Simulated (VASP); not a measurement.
Wanted: the native input for a VASP 6.6.1 run.

* Task: single point
* Functional: r2SCAN
* Potentials or basis: VASP PAW PBE potentials, release 64 (Ti_sv, Co)
* Cutoff: 520 eV
* k mesh: 10 × 10 × 10
* Occupations: gaussian, width 0.1 eV
* Spin: collinear spin, ferromagnetic start
* Starting moments: [0.41, 0.41, 0.41, 0.41, 1.94, 1.94] μB
* Dipole correction: no
* Further INCAR settings: ALGO = Normal; EDIFF = 1e-06; NBANDS = 46

The system is Ti2Co.

```
CELL_PARAMETERS angstrom
0.00000 3.56447 3.56447
3.56447 0.00000 3.56447
3.56447 3.56447 0.00000
ATOMIC_POSITIONS crystal
Ti 0.12500 0.12500 0.12500
Ti 0.62500 0.12500 0.12500
Ti 0.12500 0.12500 0.62500
Ti 0.12500 0.62500 0.12500
Co 0.50000 0.50000 0.50000
Co 0.75000 0.75000 0.75000
```

These files were run (other wordings do the same):

POSCAR

```
Ti2Co
1.0
    0.0000000000      3.5644678041      3.5644678041
    3.5644678041      0.0000000000      3.5644678041
    3.5644678041      3.5644678041      0.0000000000
Ti Co
4 2
Direct
    0.1250000000      0.1250000000      0.1250000000
    0.6250000000      0.1250000000      0.1250000000
    0.1250000000      0.1250000000      0.6250000000
    0.1250000000      0.6250000000      0.1250000000
    0.5000000000      0.5000000000      0.5000000000
    0.7500000000      0.7500000000      0.7500000000
```

INCAR.step1

```
  ALGO = Normal
  EDIFF = 1E-4
  ENCUT = 520
  GGA = PE
  ISMEAR = 0
  ISPIN = 2
  LASPH = True
  LCHARG = False
  LMAXMIX = 4
  LREAL = False
  LWAVE = True
  MAGMOM = 0.41 0.41 0.41 0.41 1.94 1.94
  NBANDS = 46
  NELM = 150
  PREC = Accurate
  SIGMA = 0.1
```

INCAR.step2

```
  ALGO = Normal
  EDIFF = 1E-6
  ENCUT = 520
  ISIF = 2
  ISMEAR = 0
  ISPIN = 2
  ISTART = 1
  LASPH = True
  LCHARG = False
  LMAXMIX = 4
  LMIXTAU = True
  LORBIT = 11
  LREAL = False
  LWAVE = False
  MAGMOM = 0.41 0.41 0.41 0.41 1.94 1.94
  METAGGA = R2SCAN
  NBANDS = 46
  NELM = 150
  PREC = Accurate
  SIGMA = 0.1
```

KPOINTS

```
k-points
0
Gamma
  10 10 10
```

Potentials or basis: VASP PAW PBE potentials, release 64 (Ti_sv, Co).

The run is started by

```console
$ cat potpaw_PBE.64/Ti_sv/POTCAR potpaw_PBE.64/Co/POTCAR > POTCAR
$ cp INCAR.step1 INCAR
$ mpirun -np 1 vasp_std > vasp.out
$ cp INCAR.step2 INCAR
$ mpirun -np 1 vasp_std > vasp.out
```

Results of the run:

```json
{
 "Pressure": "0.5 GPa",
 "Net moment": "4.81 μB per cell",
 "Site moments": "Ti +0.41; Co +1.73 μB",
 "Valence electrons inside the program's atomic spheres": "Ti 10.49; Co 7.91"
}
```

Caveat: the PAW data sets were made with another functional, which shifts forces and pressure a little.

It took 60 min on 1 thread of Oxide Virtual Turin-like Processor, on a shared host, peak memory 0.47 GiB.
